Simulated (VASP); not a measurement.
# ZnSe (F-43m) in VASP: single point with PBEsol

Aim: the single point of ZnSe with PBEsol.

Program: VASP 6.6.1. These are calculated values, not measurements. Logs are shortened: lines on timing, memory, paths and dates and some standing lists are left out, and cuts for length are marked.

## 1. The cell of the first run

Symmetry: F-43m, No. 216, cubic system. Conventional cell: a = 5.633 Å, b = 5.633 Å, c = 5.633 Å, α = 90.00°, β = 90.00°, γ = 90.00°. Zn (site symmetry -43m) has 4 Se at 2.44 Å within 3.2 Å. Within 3.2 Å of Se (site symmetry -43m) lie 4 Zn at 2.44 Å.

## 2. Single point, PBEsol

Contents of INCAR:

```
ALGO     = Normal         # electronic algorithm
EDIFF    = 1E-6           # SCF threshold, eV
ENCUT    = 500            # plane-wave cutoff, eV
GGA      = PS             # functional
GGA_COMPAT= F            
ISIF     = 2              # what is computed and relaxed
ISMEAR   = -1             # smearing method
LASPH    = T              # aspherical terms in the spheres
LCHARG   = F              # write CHGCAR
LREAL    = F              # projectors in reciprocal space
LWAVE    = F              # write WAVECAR
NBANDS   = 16             # bands
NELM     = 120            # most SCF steps
PREC     = Accurate       # precision mode
SIGMA    = 0.1            # smearing width, eV
```

Contents of KPOINTS:

```
k-points
0
Gamma
  12 12 12
```

Contents of POSCAR:

```
ZnSe
1.0
    0.0000000000      2.8165924980      2.8165924980
    2.8165924980      0.0000000000      2.8165924980
    2.8165924980      2.8165924980      0.0000000000
Zn Se
1 1
Direct
    0.0000000000      0.0000000000      0.0000000000
    0.7500000000      0.7500000000      0.7500000000
```

Potentials or basis: VASP PAW PBE potentials, release 64 (Zn, Se).

Launch:

```
> cat potpaw_PBE.64/Zn/POTCAR potpaw_PBE.64/Se/POTCAR > POTCAR
> mpirun -np 1 vasp_std > vasp.out
```

OUTCAR:

```text
EDIFF = 1E-6
   ENCUT = 500
   GGA = PS
   ISIF = 2
   ISMEAR = -1
   LASPH = T
   LREAL = F
   NELM = 120
   PREC = Accurate

 ion  position               nearest neighbor table
   1  0.000  0.000  0.000-   2 2.44   2 2.44   2 2.44   2 2.44
   2  0.750  0.750  0.750-   1 2.44   1 2.44   1 2.44   1 2.44

  LATTYP: Found a face centered cubic cell.
 ALAT       =     5.6331849960

  Lattice vectors:

 A1 = (   0.0000000000,   2.8165924980,   2.8165924980)
 A2 = (   2.8165924980,   0.0000000000,   2.8165924980)
 A3 = (   2.8165924980,   2.8165924980,   0.0000000000)

Analysis of symmetry for initial positions (statically):
=====================================================================
 Subroutine PRICEL returns:
 Original cell was already a primitive cell.

 Routine SETGRP: Setting up the symmetry group for a
 face centered cubic supercell.

 Subroutine GETGRP returns: Found 24 space group operations
 (whereof 24 operations were pure point group operations)
 out of a pool of 48 trial point group operations.

The static configuration has the point symmetry T_d .

Analysis of symmetry for dynamics (positions and initial velocities):
=====================================================================
 Subroutine PRICEL returns:
 Original cell was already a primitive cell.

 Routine SETGRP: Setting up the symmetry group for a
 face centered cubic supercell.

 Subroutine GETGRP returns: Found 24 space group operations
 (whereof 24 operations were pure point group operations)
 out of a pool of 48 trial point group operations.

The dynamic configuration has the point symmetry T_d .

 Subroutine INISYM returns: Found 24 space group operations
 (whereof 24 operations are pure point group operations),
 and found     1 'primitive' translations

----------------------------------------------------------------------------------------

                                     Primitive cell

  volume of cell :      44.6891

  direct lattice vectors                    reciprocal lattice vectors
     0.000000000  2.816592498  2.816592498    -0.177519467  0.177519467  0.177519467
     2.816592498  0.000000000  2.816592498     0.177519467 -0.177519467  0.177519467
     2.816592498  2.816592498  0.000000000     0.177519467  0.177519467 -0.177519467

  length of vectors
     3.983263310  3.983263310  3.983263310     0.307472737  0.307472737  0.307472737

  position of ions in fractional coordinates (direct lattice)
     0.000000000  0.000000000  0.000000000
     0.750000000  0.750000000  0.750000000

  ion indices of the primitive-cell ions
   primitive index   ion index
                 1           1
                 2           2

----------------------------------------------------------------------------------------

 KPOINTS: k-points

Automatic generation of k-mesh.
 Grid dimensions read from file:
 generate k-points for:   12   12   12

 Generating k-lattice:

  Cartesian coordinates                     Fractional coordinates (reciprocal lattice)
    -0.014793289  0.014793289  0.014793289     0.083333333  0.000000000  0.000000000
     0.014793289 -0.014793289  0.014793289     0.000000000  0.083333333  0.000000000
     0.014793289  0.014793289 -0.014793289     0.000000000  0.000000000  0.083333333

  Length of vectors
     0.025622728  0.025622728  0.025622728

  Shift w.r.t. Gamma in fractional coordinates (k-lattice)
     0.000000000  0.000000000  0.000000000

 Subroutine IBZKPT returns following result:
 ===========================================

 Found     72 irreducible k-points:

 Following reciprocal coordinates:
            Coordinates               Weight
  0.000000  0.000000  0.000000      1.000000
  0.083333  0.000000  0.000000      8.000000
  0.166667  0.000000  0.000000      8.000000
  0.250000  0.000000  0.000000      8.000000
  0.333333  0.000000  0.000000      8.000000
  0.416667  0.000000  0.000000      8.000000
[... 16 lines left out ...]
  0.500000  0.166667  0.000000     24.000000
 -0.416667  0.166667  0.000000     24.000000
 [... further k-points ...]
   k-points           NKPTS =     72   k-points in BZ     NKDIM =     72   number of bands    NBANDS=     16
   number of dos      NEDOS =    301   number of ions     NIONS =      2
   total plane-waves  NPLWV =  27000
   dimension x,y,z NGX =    30 NGY =   30 NGZ =   30
   dimension x,y,z NGXF=    60 NGYF=   60 NGZF=   60
   ions per type =               1   1
   NGX,Y,Z   is equivalent  to a cutoff of  12.52, 12.52, 12.52 a.u.
   NGXF,Y,Z  is equivalent  to a cutoff of  25.04, 25.04, 25.04 a.u.
 SYSTEM =  unknown system
   PREC   = accura    normal or accurate (medium, high low for compatibility)
   ISTART =      0    job   : 0-new  1-cont  2-samecut
   ICHARG =      2    charge: 1-file 2-atom 10-const
   ISPIN  =      1    spin polarized calculation?
   LNONCOLLINEAR =      F non collinear calculations
   LSORBIT =      F    spin-orbit coupling
   LASPH  =      T    aspherical Exc in radial PAW
   ENCUT  =  500.0 eV  36.75 Ry    6.06 a.u.   7.26  7.26  7.26*2*pi/ulx,y,z
   NELM   =    120;   NELMIN=  2; NELMDL= -5     # of ELM steps
   EDIFF  = 0.1E-05   stopping-criterion for ELM
   LREAL  =      F    real-space projection
   EDIFFG = 0.1E-04   stopping-criterion for IOM
   NSW    =      0    number of steps for IOM
   IBRION =     -1    ionic relax: 0-MD 1-quasi-New 2-CG
   NFREE  =      0    steps in history (QN), initial steepest desc. (CG)
   ISIF   =      2    stress and relaxation
   ISYM   =      2    0-nonsym 1-usesym 2-fastsym
   POTIM  = 0.5000    time-step for ionic-motion
   TEBEG  =    0.0;   TEEND  =   0.0 temperature during run
   PSTRESS=    0.0 pullay stress
   NELECT =      18.0000    total number of electrons
   NUPDOWN=      -1.0000    fix difference up-down
   EMIN   =  10.00;   EMAX   =-10.00  energy-range for DOS
   EFERMI =   0.00;   METHOD = LEGACY
   ISMEAR =    -1;   SIGMA  =   0.10  broadening in eV -4-tet -1-fermi 0-gaus
   EFERMI_NEDOS =   21; number of points for ismear=-14 and -15
   IALGO  =     38    algorithm
   IMIX   =      4    mixing-type and parameters
     AMIX     =   0.40;   BMIX     =  1.00
     AMIX_MAG =   1.60;   BMIX_MAG =  1.00
  volume/ion in A,a.u.               =      22.34       150.79
  Fermi-wavevector in a.u.,A,eV,Ry     =   1.209015  2.284707 19.887867  1.461717
  Thomas-Fermi vector in A             =   2.344605
   LORBIT       =      0    0 simple, 1 ext, 2 COOP (PROOUT), +10 PAW based schemes
   GGA     = PS    functional components
   LHFCALC =     F    Hartree Fock is set to
   AEXX    =    0.0000 exact exchange contribution
   IVDW    =     0    specifies the selected vdW correction
   LEPSILON=     F    determine dielectric tensor
   LRPA    =     F    only Hartree local field effects (RPA)
 non-spin polarized calculation
  energy-cutoff  :      500.00
  volume of cell :       44.69
 maximum number of plane-waves:      1158
 NGX is ok and might be reduce to    30
   NGX = 15   NGY = 15   NGZ = 15

 number of electron      17.9999998 magnetization

 Free energy of the ion-electron system (eV)
  ---------------------------------------------------
  ext. energy  EPLUGINS =         0.00000000
  ---------------------------------------------------
  free energy    TOTEN  =        -6.77390396 eV

  energy without entropy =       -6.77388660  energy(sigma->0) =       -6.77389528

 E-fermi :   2.4222     XC(G=0):  -9.6100

 val. band max:        1.6455313376   @ k =   0.0000   0.0000   0.0000
 cond. band min:       2.8893581215   @ k =   0.0000   0.0000   0.0000
 fundamental gap:      1.2438267839
 Fermi energy:         2.4221814896

 k-point     1 :       0.0000    0.0000    0.0000
  band No.  band energies     occupation
      1     -11.7602      2.00000
      2      -4.9791      2.00000
      3      -4.9791      2.00000
      4      -4.9791      2.00000
      5      -4.5905      2.00000
      6      -4.5905      2.00000
[... 8 lines left out ...]
     15      13.1124      0.00000
     16      13.1124      0.00000

 k-point     2 :       0.0833    0.0000    0.0000
  band No.  band energies     occupation
      1     -11.7126      2.00000
      2      -4.9778      2.00000
      3      -4.9714      2.00000
      4      -4.9714      2.00000
      5      -4.5914      2.00000
      6      -4.5914      2.00000
[... 8 lines left out ...]
     15      12.5940      0.00000
     16      12.5940      0.00000

 k-point     3 :       0.1667    0.0000    0.0000
  band No.  band energies     occupation
      1     -11.5779      2.00000
      2      -4.9668      2.00000
      3      -4.9512      2.00000
      4      -4.9512      2.00000
      5      -4.5925      2.00000
      6      -4.5925      2.00000
[... 8 lines left out ...]
     15      12.0507      0.00000
     16      12.5416      0.00000

 k-point     4 :       0.2500    0.0000    0.0000
  band No.  band energies     occupation
      1     -11.3811      2.00000
      2      -4.9260      2.00000
      3      -4.9260      2.00000
      4      -4.9244      2.00000
      5      -4.5907      2.00000
      6      -4.5907      2.00000
[... 8 lines left out ...]
     15      12.0314      0.00000
     16      12.2042      0.00000
[... 324 lines left out ...]
 k-point    22 :       0.4167    0.1667    0.0000
  band No.  band energies     occupation
      1     -10.9917      2.00000
      2      -4.9089      2.00000
      3      -4.8515      2.00000
      4      -4.7615      2.00000
      5      -4.5649      2.00000
      6      -4.5639      2.00000
[... 8 lines left out ...]
     15      14.0429      0.00000
     16      14.6667      0.00000

 k-point    23 :       0.5000    0.1667    0.0000
  band No.  band energies     occupation
      1     -10.8673      2.00000
      2      -4.8891      2.00000
      3      -4.8455      2.00000
      4      -4.6517      2.00000
      5      -4.5674      2.00000
      6      -4.4519      2.00000
[... 8 lines left out ...]
     15      14.3788      0.00000
     16      14.8167      0.00000

 k-point    24 :      -0.4167    0.1667    0.0000
  band No.  band energies     occupation
      1     -10.8501      2.00000
      2      -4.8822      2.00000
      3      -4.8501      2.00000
      4      -4.6145      2.00000
      5      -4.5793      2.00000
      6      -4.4139      2.00000
[... 8 lines left out ...]
     15      13.3855      0.00000
     16      14.1923      0.00000

 [... further k-points ...]

------------------------ aborting loop because EDIFF is reached ----------------------------------------

  FORCE on cell =-STRESS in cart. coord.  units (eV):
  Direction    XX          YY          ZZ          XY          YZ          ZX
  --------------------------------------------------------------------------------------
  -------------------------------------------------------------------------------------
  Total        0.0759845      0.0759845      0.0759845      0.0000000      0.0000000      0.0000000
  in kB        2.7241642      2.7241642      2.7241642      0.0000000      0.0000000      0.0000000
  external PRESSURE =       2.7241642 kB  Pullay stress =       0.0000000 kB

 VOLUME and BASIS-vectors are now :
 -----------------------------------------------------------------------------
  energy-cutoff  :      500.00
  volume of cell :       44.69
      direct lattice vectors                 reciprocal lattice vectors
     0.000000000  2.816592498  2.816592498    -0.177519467  0.177519467  0.177519467
     2.816592498  0.000000000  2.816592498     0.177519467 -0.177519467  0.177519467
     2.816592498  2.816592498  0.000000000     0.177519467  0.177519467 -0.177519467

 POSITION                                       TOTAL-FORCE (eV/Angst)
 -----------------------------------------------------------------------------------
      0.00000      0.00000      0.00000         0.000000      0.000000      0.000000
      4.22489      4.22489      4.22489        -0.000000     -0.000000     -0.000000
 -----------------------------------------------------------------------------------
    total drift:                                0.000000      0.000000     -0.000000

  FREE ENERGIE OF THE ION-ELECTRON SYSTEM (eV)
  ---------------------------------------------------
  free  energy   TOTEN  =        -6.7739039631 eV

  energy  without entropy=       -6.7738866031  energy(sigma->0) =       -6.77389528
```

Wall time 22 s (1 thread of Intel Xeon 6975P-C (Granite Rapids), shared host); peak memory 0.19 GiB.

Results:

* Free energy: -6.7739 eV
* Pressure: 0.3 GPa
* Band gap on the k mesh: 1.24 eV, direct

Caveat: the PAW data sets were made with another functional, which shifts forces and pressure a little.
